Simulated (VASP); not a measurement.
Set up this calculation in VASP 6.6.1, as the native input.

* Task: single point
* Functional: PBE-based screened hybrid with 15 % exact exchange
* Potentials or basis: VASP PAW PBE potentials, release 64 (Sr_sv, O)
* Cutoff: 520 eV
* k mesh: 4 × 4 × 4
* Occupations: gaussian, width 0.01 eV
* Spin: no spin polarisation
* Dipole correction: no
* Grid for exact exchange (PRECFOCK): Normal
* Share of exact exchange: 0.15
* Further INCAR settings: ALGO = Normal; EDIFF = 1e-06; NBANDS = 15
* Screening parameter: 0.5 1/Å

Crystal: SrO.

```
Sr O
1.0
     0.00000    2.57989    2.57989
     2.57989    0.00000    2.57989
     2.57989    2.57989    0.00000
Sr O
1 1
Direct
  0.00000 0.00000 0.00000
  0.50000 0.50000 0.50000
```

One way to write it, as run:

POSCAR

```
SrO
1.0
    0.0000000000      2.5798923266      2.5798923266
    2.5798923266      0.0000000000      2.5798923266
    2.5798923266      2.5798923266      0.0000000000
Sr O
1 1
Direct
    0.0000000000      0.0000000000      0.0000000000
    0.5000000000      0.5000000000      0.5000000000
```

INCAR.step1

```
SYSTEM = SrO
  PREC = Accurate
  ENCUT = 520
  EDIFF = 1E-5
  ISMEAR = 0
  SIGMA = 0.01
  LREAL = .False.
  LASPH = .True.
  NELM = 80
  ALGO = Normal
  ISIF = 2
  LWAVE = .True.
  LCHARG = .False.
  GGA = PE
  NBANDS = 15
```

INCAR.step2

```
SYSTEM = SrO
  PREC = Accurate
  ENCUT = 520
  EDIFF = 1E-6
  ISMEAR = 0
  SIGMA = 0.01
  LREAL = .False.
  LASPH = .True.
  NELM = 80
  ALGO = Normal
  ISIF = 2
  LWAVE = .False.
  LCHARG = .False.
  GGA = PE
  LHFCALC = .True.
  AEXX = 0.15
  HFSCREEN = 0.5
  PRECFOCK = Normal
  ISTART = 1
  NBANDS = 15
```

KPOINTS

```
regular mesh
0
Gamma
  4 4 4
  0 0 0
```

Potentials or basis: VASP PAW PBE potentials, release 64 (Sr_sv, O).

Run with:

```sh
$ cat potpaw_PBE.64/Sr_sv/POTCAR potpaw_PBE.64/O/POTCAR > POTCAR
$ cp INCAR.step1 INCAR
$ mpirun -np 1 vasp_std > vasp.out
$ cp INCAR.step2 INCAR
$ mpirun -np 1 vasp_std > vasp.out
```

Results of the run:

```
Pressure               : 1.2 GPa
Band gap on the k mesh : 3.76 eV (least direct gap 3.86 eV)
```

Caveat: the k points lie up to 0.53 Å⁻¹ apart; the PAW data sets were made with another functional, which shifts forces and pressure a little.

Wall time 9.7 min on 1 thread of AMD EPYC 7R13, with other jobs on the host, peak memory 0.24 GiB.
